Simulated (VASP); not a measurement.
NiO:

```xyz
2
Lattice="0.0000 2.0913 2.0913 2.0913 0.0000 2.0913 2.0913 2.0913 0.0000" Properties=species:S:1:pos:R:3 pbc="T T T"
Ni    0.0000    0.0000    0.0000
O     2.0913    2.0913    2.0913
```

Base run:

- Program: VASP 6.6.1
- Functional: PBE
- Potentials or basis: VASP PAW PBE potentials, release 64 (Ni, O)
- Cutoff: 520 eV
- k mesh: 9 × 9 × 9
- Occupations: fermi-dirac, width 0.05 eV
- Spin: collinear spin, ferromagnetic start
- Starting moments: [2.0, 0.0] μB
- Fixed moment: 2 μB

Its results: pressure 7.0 GPa; site moments Ni +1.61; O +0.34 μB.

Problem. The run is repeated on the same cell with these changes: fixed moment from 2 μB to 1.5 μB; moments at the start from [2.0, 0.0] to [1.5, 0.0]. What comes out?

Solution. Pressure 1.8 GPa; site moments Ni +1.26; O +0.21 μB.

Caveats: the total moment is fixed, so each spin has its own Fermi level; a cell with one magnetic atom can't hold antiferromagnetic order, which such compounds often take; the cell stands under pressure (at least some runs).
